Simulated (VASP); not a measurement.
# CuO (F-43m) in VASP: further runs

The runs below take CuO through single point, relaxation of cell and atoms, with PBE, r2SCAN, r2SCAN+U.

All numbers are computed with VASP 6.6.1; they aren't measurements. Logs are shortened: lines on timing, memory, paths and dates and some standing lists are left out, and cuts for length are marked.

## Step 1: The cell of the first run

It takes space group F-43m (No. 216, cubic). The conventional cell has a = 4.592 Å, b = 4.592 Å, c = 4.592 Å, α = 90.00°, β = 90.00°, γ = 90.00°. Within 2.6 Å of Cu (site symmetry -43m) lie 4 O at 1.99 Å. O (site symmetry -43m) has 4 Cu at 1.99 Å within 2.6 Å.

## Step 2: Single point, PBE

The input, INCAR:

```
SYSTEM = CuO
  PREC = Accurate
  ENCUT = 600
  EDIFF = 1E-6
  ISMEAR = -1
  SIGMA = 0.05
  LREAL = .FALSE.
  LASPH = .TRUE.
  NELM = 120
  ALGO = Normal
  ISIF = 2
  LWAVE = .FALSE.
  LCHARG = .TRUE.
  GGA = PE
  LELF = .TRUE.
  LVHAR = .TRUE.
  NBANDS = 16
  GGA_COMPAT = .FALSE.
```

The input, KPOINTS:

```
regular mesh
0
G
  10 10 10
  0 0 0
```

The input, POSCAR:

```
CuO
1.0
    0.0000000000      2.2957995131      2.2957995131
    2.2957995131      0.0000000000      2.2957995131
    2.2957995131      2.2957995131      0.0000000000
Cu O
1 1
Direct
    0.0000000000      0.0000000000      0.0000000000
    0.2500000000      0.2500000000      0.2500000000
```

Potentials or basis: VASP PAW PBE potentials, release 64 (Cu, O).

Run with:

```bash
cat potpaw_PBE.64/Cu/POTCAR potpaw_PBE.64/O/POTCAR > POTCAR
mpirun -np 1 vasp_std > vasp.out
```

OUTCAR:

```text
SYSTEM = CuO
   PREC = Accurate
   ENCUT = 600
   EDIFF = 1E-6
   ISMEAR = -1
   LREAL = .FALSE.
   LASPH = .TRUE.
   NELM = 120
   ISIF = 2
   GGA = PE

 ion  position               nearest neighbor table
   1  0.000  0.000  0.000-   2 1.99   2 1.99   2 1.99   2 1.99
   2  0.250  0.250  0.250-   1 1.99   1 1.99   1 1.99   1 1.99

  LATTYP: Found a face centered cubic cell.
 ALAT       =     4.5915990262

  Lattice vectors:

 A1 = (   0.0000000000,   2.2957995131,   2.2957995131)
 A2 = (   2.2957995131,   0.0000000000,   2.2957995131)
 A3 = (   2.2957995131,   2.2957995131,   0.0000000000)

Analysis of symmetry for initial positions (statically):
=====================================================================
 Subroutine PRICEL returns:
 Original cell was already a primitive cell.

 Routine SETGRP: Setting up the symmetry group for a
 face centered cubic supercell.

 Subroutine GETGRP returns: Found 24 space group operations
 (whereof 24 operations were pure point group operations)
 out of a pool of 48 trial point group operations.

The static configuration has the point symmetry T_d .

Analysis of symmetry for dynamics (positions and initial velocities):
=====================================================================
 Subroutine PRICEL returns:
 Original cell was already a primitive cell.

 Routine SETGRP: Setting up the symmetry group for a
 face centered cubic supercell.

 Subroutine GETGRP returns: Found 24 space group operations
 (whereof 24 operations were pure point group operations)
 out of a pool of 48 trial point group operations.

The dynamic configuration has the point symmetry T_d .

 Subroutine INISYM returns: Found 24 space group operations
 (whereof 24 operations are pure point group operations),
 and found     1 'primitive' translations

----------------------------------------------------------------------------------------

                                     Primitive cell

  volume of cell :      24.2009

  direct lattice vectors                    reciprocal lattice vectors
     0.000000000  2.295799513  2.295799513    -0.217789052  0.217789052  0.217789052
     2.295799513  0.000000000  2.295799513     0.217789052 -0.217789052  0.217789052
     2.295799513  2.295799513  0.000000000     0.217789052  0.217789052 -0.217789052

  length of vectors
     3.246750808  3.246750808  3.246750808     0.377221704  0.377221704  0.377221704

  position of ions in fractional coordinates (direct lattice)
     0.000000000  0.000000000  0.000000000
     0.250000000  0.250000000  0.250000000

  ion indices of the primitive-cell ions
   primitive index   ion index
                 1           1
                 2           2

----------------------------------------------------------------------------------------

 KPOINTS: regular mesh

Automatic generation of k-mesh.
 Grid dimensions read from file:
 generate k-points for:   10   10   10

 Generating k-lattice:

  Cartesian coordinates                     Fractional coordinates (reciprocal lattice)
    -0.021778905  0.021778905  0.021778905     0.100000000  0.000000000  0.000000000
     0.021778905 -0.021778905  0.021778905     0.000000000  0.100000000  0.000000000
     0.021778905  0.021778905 -0.021778905     0.000000000  0.000000000  0.100000000

  Length of vectors
     0.037722170  0.037722170  0.037722170

  Shift w.r.t. Gamma in fractional coordinates (k-lattice)
     0.000000000  0.000000000  0.000000000

 Subroutine IBZKPT returns following result:
 ===========================================

 Found     47 irreducible k-points:

 Following reciprocal coordinates:
            Coordinates               Weight
  0.000000  0.000000  0.000000      1.000000
  0.100000  0.000000  0.000000      8.000000
  0.200000  0.000000  0.000000      8.000000
  0.300000  0.000000  0.000000      8.000000
  0.400000  0.000000  0.000000      8.000000
  0.500000  0.000000  0.000000      4.000000
[... 16 lines left out ...]
  0.300000  0.300000  0.000000      6.000000
  0.400000  0.300000  0.000000     24.000000
 [... further k-points ...]
   k-points           NKPTS =     47   k-points in BZ     NKDIM =     47   number of bands    NBANDS=     16
   number of dos      NEDOS =    301   number of ions     NIONS =      2
   total plane-waves  NPLWV =  21952
   dimension x,y,z NGX =    28 NGY =   28 NGZ =   28
   dimension x,y,z NGXF=    56 NGYF=   56 NGZF=   56
   ions per type =               1   1
   NGX,Y,Z   is equivalent  to a cutoff of  14.34, 14.34, 14.34 a.u.
   NGXF,Y,Z  is equivalent  to a cutoff of  28.67, 28.67, 28.67 a.u.
 SYSTEM =  CuO
   PREC   = accura    normal or accurate (medium, high low for compatibility)
   ISTART =      0    job   : 0-new  1-cont  2-samecut
   ICHARG =      2    charge: 1-file 2-atom 10-const
   ISPIN  =      1    spin polarized calculation?
   LNONCOLLINEAR =      F non collinear calculations
   LSORBIT =      F    spin-orbit coupling
   LASPH  =      T    aspherical Exc in radial PAW
   ENCUT  =  600.0 eV  44.10 Ry    6.64 a.u.   6.48  6.48  6.48*2*pi/ulx,y,z
   NELM   =    120;   NELMIN=  2; NELMDL= -5     # of ELM steps
   EDIFF  = 0.1E-05   stopping-criterion for ELM
   LREAL  =      F    real-space projection
   EDIFFG = 0.1E-04   stopping-criterion for IOM
   NSW    =      0    number of steps for IOM
   IBRION =     -1    ionic relax: 0-MD 1-quasi-New 2-CG
   NFREE  =      0    steps in history (QN), initial steepest desc. (CG)
   ISIF   =      2    stress and relaxation
   ISYM   =      2    0-nonsym 1-usesym 2-fastsym
   POTIM  = 0.5000    time-step for ionic-motion
   TEBEG  =    0.0;   TEEND  =   0.0 temperature during run
   PSTRESS=    0.0 pullay stress
   NELECT =      17.0000    total number of electrons
   NUPDOWN=      -1.0000    fix difference up-down
   EMIN   =  10.00;   EMAX   =-10.00  energy-range for DOS
   EFERMI =   0.00;   METHOD = LEGACY
   ISMEAR =    -1;   SIGMA  =   0.05  broadening in eV -4-tet -1-fermi 0-gaus
   EFERMI_NEDOS =   21; number of points for ismear=-14 and -15
   IALGO  =     38    algorithm
   IMIX   =      4    mixing-type and parameters
     AMIX     =   0.40;   BMIX     =  1.00
     AMIX_MAG =   1.60;   BMIX_MAG =  1.00
  volume/ion in A,a.u.               =      12.10        81.66
  Fermi-wavevector in a.u.,A,eV,Ry     =   1.455282  2.750084 28.815043  2.117846
  Thomas-Fermi vector in A             =   2.572335
   LORBIT       =      0    0 simple, 1 ext, 2 COOP (PROOUT), +10 PAW based schemes
   GGA     = PE    functional components
   LHFCALC =     F    Hartree Fock is set to
   AEXX    =    0.0000 exact exchange contribution
   IVDW    =     0    specifies the selected vdW correction
   LEPSILON=     F    determine dielectric tensor
   LRPA    =     F    only Hartree local field effects (RPA)
 non-spin polarized calculation
  energy-cutoff  :      600.00
  volume of cell :       24.20
 maximum number of plane-waves:       869
 NGX is ok and might be reduce to    28
   NGX = 13   NGY = 13   NGZ = 13

 number of electron      17.0000000 magnetization

 Free energy of the ion-electron system (eV)
  ---------------------------------------------------
  ext. energy  EPLUGINS =         0.00000000
  ---------------------------------------------------
  free energy    TOTEN  =        -9.55411954 eV

  energy without entropy =       -9.53131042  energy(sigma->0) =       -9.54271498

 E-fermi :   3.5013     XC(G=0): -10.7937

 val. band max:        3.4935284455   @ k =   0.5000   0.0000   0.0000
 cond. band min:       3.5044749564   @ k =   0.3000   0.2000   0.0000
 fundamental gap:      0.0109465109
 Fermi energy:         3.5013405291

 k-point     1 :       0.0000    0.0000    0.0000
  band No.  band energies     occupation
      1     -15.0512      2.00000
      2      -1.0989      2.00000
      3      -1.0989      2.00000
      4      -1.0989      2.00000
      5       1.5778      2.00000
      6       1.5778      2.00000
[... 8 lines left out ...]
     15      24.2096      0.00000
     16      24.2096      0.00000

 k-point     2 :       0.1000    0.0000    0.0000
  band No.  band energies     occupation
      1     -14.9973      2.00000
      2      -1.2503      2.00000
      3      -1.0697      2.00000
      4      -1.0697      2.00000
      5       1.5687      2.00000
      6       1.5687      2.00000
[... 8 lines left out ...]
     15      23.4464      0.00000
     16      23.4464      0.00000

 k-point     3 :       0.2000    0.0000    0.0000
  band No.  band energies     occupation
      1     -14.8538      2.00000
      2      -1.5806      2.00000
      3      -0.9968      2.00000
      4      -0.9968      2.00000
      5       1.5593      2.00000
      6       1.5593      2.00000
[... 8 lines left out ...]
     15      22.8522      0.00000
     16      22.8522      0.00000

 k-point     4 :       0.3000    0.0000    0.0000
  band No.  band energies     occupation
      1     -14.6709      2.00000
      2      -1.8892      2.00000
      3      -0.9144      2.00000
      4      -0.9144      2.00000
      5       1.5840      2.00000
      6       1.5840      2.00000
[... 8 lines left out ...]
     15      23.1693      0.00000
     16      23.1693      0.00000
[... 324 lines left out ...]
 k-point    22 :      -0.2000    0.2000    0.0000
  band No.  band energies     occupation
      1     -14.6106      2.00000
      2      -1.8040      2.00000
      3      -1.0210      2.00000
      4      -0.8594      2.00000
      5       1.4801      2.00000
      6       1.6694      2.00000
[... 8 lines left out ...]
     15      22.8025      0.00000
     16      26.3258      0.00000

 k-point    23 :       0.3000    0.3000    0.0000
  band No.  band energies     occupation
      1     -14.5518      2.00000
      2      -2.0432      2.00000
      3      -0.7327      2.00000
      4      -0.7327      2.00000
      5       1.3052      2.00000
      6       1.7139      2.00000
[... 8 lines left out ...]
     15      26.4405      0.00000
     16      27.8104      0.00000

 k-point    24 :       0.4000    0.3000    0.0000
  band No.  band energies     occupation
      1     -14.4345      2.00000
      2      -2.0938      2.00000
      3      -0.6805      2.00000
      4      -0.6338      2.00000
      5       1.3257      2.00000
      6       1.7385      2.00000
[... 8 lines left out ...]
     15      26.2324      0.00000
     16      27.9486      0.00000

 [... further k-points ...]

------------------------ aborting loop because EDIFF is reached ----------------------------------------

  FORCE on cell =-STRESS in cart. coord.  units (eV):
  Direction    XX          YY          ZZ          XY          YZ          ZX
  --------------------------------------------------------------------------------------
  -------------------------------------------------------------------------------------
  Total       -0.7571506     -0.7571506     -0.7571506     -0.0000000     -0.0000000      0.0000000
  in kB      -50.1257605    -50.1257605    -50.1257605     -0.0000000     -0.0000000      0.0000000
  external PRESSURE =     -50.1257605 kB  Pullay stress =       0.0000000 kB

 VOLUME and BASIS-vectors are now :
 -----------------------------------------------------------------------------
  energy-cutoff  :      600.00
  volume of cell :       24.20
      direct lattice vectors                 reciprocal lattice vectors
     0.000000000  2.295799513  2.295799513    -0.217789052  0.217789052  0.217789052
     2.295799513  0.000000000  2.295799513     0.217789052 -0.217789052  0.217789052
     2.295799513  2.295799513  0.000000000     0.217789052  0.217789052 -0.217789052

 POSITION                                       TOTAL-FORCE (eV/Angst)
 -----------------------------------------------------------------------------------
      0.00000      0.00000      0.00000         0.000000      0.000000      0.000000
      1.14790      1.14790      1.14790        -0.000000     -0.000000     -0.000000
 -----------------------------------------------------------------------------------
    total drift:                               -0.000000     -0.000000     -0.000000

  FREE ENERGIE OF THE ION-ELECTRON SYSTEM (eV)
  ---------------------------------------------------
  free  energy   TOTEN  =        -9.5541195424 eV

  energy  without entropy=       -9.5313104178  energy(sigma->0) =       -9.54271498
```

Run time: 17 s. Hardware: 1 thread of Intel Xeon 6975P-C (Granite Rapids), shared host; peak memory 0.17 GiB.

What came out:

```yaml
Free_energy: -9.5541 eV
Pressure: -5.0 GPa
Band_gap_on_the_k_mesh: zero (an odd number of electrons rules out a gap without spin polarisation)
```

Caveat: the cell stands under tension; an odd number of electrons without spin polarisation forces a metal; a magnetic or distorted state may lie lower; semilocal functionals often make such compounds metallic where correlation or magnetic order opens a gap, which also shifts bond lengths. With open d or f shells a metallic result of PBE can be an artefact of self-interaction; +U or a hybrid may open a gap.

## Step 3: Relaxation of cell and atoms, r2SCAN

This run uses another cell than the first one, of 12.60 Å³/atom.

The input, POSCAR:

```
CuO
1.0
    0.0000000000      2.3272527300      2.3272527300
    2.3272527300      0.0000000000      2.3272527300
    2.3272527300      2.3272527300      0.0000000000
Cu O
1 1
Direct
    0.0000000000      0.0000000000      0.0000000000
    0.2500000000      0.2500000000      0.2500000000
```

The input, INCAR.step1:

```
SYSTEM = CuO
  PREC = Accurate
  ENCUT = 600
  ISMEAR = -1
  SIGMA = 0.05
  LREAL = .FALSE.
  LASPH = .TRUE.
  NELM = 60
  GGA = PE
  ALGO = Normal
  EDIFF = 1E-4
  LWAVE = .TRUE.
  LCHARG = .FALSE.
```

The input, INCAR.step2:

```
SYSTEM = CuO
  PREC = Accurate
  ENCUT = 600
  EDIFF = 1E-7
  ISMEAR = -1
  SIGMA = 0.05
  LREAL = .FALSE.
  LASPH = .TRUE.
  NELM = 60
  ALGO = Normal
  ISIF = 3
  LWAVE = .FALSE.
  LCHARG = .FALSE.
  METAGGA = R2SCAN
  LMIXTAU = .TRUE.
  IBRION = 2
  NSW = 60
  EDIFFG = -0.01
  ISTART = 1
```

The input, KPOINTS:

```
Automatic mesh
0
G
  10 10 10
  0 0 0
```

Potentials or basis: VASP PAW PBE potentials, release 64 (Cu, O).

Run with:

```bash
cat potpaw_PBE.64/Cu/POTCAR potpaw_PBE.64/O/POTCAR > POTCAR
cp INCAR.step1 INCAR
mpirun -np 1 vasp_std > vasp.out
cp INCAR.step2 INCAR
mpirun -np 1 vasp_std > vasp.out
```

Wall time 6.2 min (1 thread of Intel Xeon 8259CL, shared host); peak memory 0.18 GiB.

Results (log left out):

```yaml
Free_energy: -17.8932 eV
Relaxed_volume: 11.16 Å³/atom
Relaxed_cell: a = 3.160 Å, b = 3.160 Å, c = 3.160 Å, α = 60.00°, β = 60.00°, γ = 60.00°
Space_group_after_relaxing_to_0.1_Å: F-43m (No. 216)
Energy_gained_by_relaxing: 73.6 meV/atom
Ionic_steps: 3
Pressure_after_relaxing: -0.1 GPa
Band_gap_on_the_k_mesh: zero (an odd number of electrons rules out a gap without spin polarisation)
```

Step by step:
```
step  energy change (eV)  largest force (eV/Å)  pressure (GPa)  volume (Å³)
   1              0.0000                0.0000          -14.50        25.21
   2             -0.1211                0.0000            8.40        21.27
   3             -0.1472                0.0000           -0.08        22.31
```

Final structure:
```cif
data_structure
_symmetry_space_group_name_H-M 'P 1'
_symmetry_Int_Tables_number 1
_cell_length_a 3.1600
_cell_length_b 3.1600
_cell_length_c 3.1600
_cell_angle_alpha 60.000
_cell_angle_beta 60.000
_cell_angle_gamma 60.000
_cell_volume 22.31
loop_
_atom_site_label
_atom_site_type_symbol
_atom_site_fract_x
_atom_site_fract_y
_atom_site_fract_z
_atom_site_occupancy
Cu1 Cu 0.00000 0.00000 0.00000 1
O1 O 0.25000 0.25000 0.25000 1
```

Levels at points of the mesh, in eV from the Fermi level:
```
           k point  band 7  band 8  band 9  band 10  band 11  band 12
(0.00, 0.00, 0.00)    0.86    0.86    0.86     1.39    15.38    15.38
(0.50, 0.00, 0.00)   -1.90   -0.02   -0.02     6.82     8.60    14.86
(0.50, 0.50, 0.00)   -1.51   -1.21   -1.21     6.31    11.11    12.10
```

Caveat: the PAW data sets were made with another functional, which shifts forces and pressure a little; an odd number of electrons without spin polarisation forces a metal; a magnetic or distorted state may lie lower; semilocal functionals often make such compounds metallic where correlation or magnetic order opens a gap, which also shifts bond lengths. With open d or f shells a metallic result of r2SCAN can be an artefact of self-interaction; +U or a hybrid may open a gap.

[end of part 1 of 2]
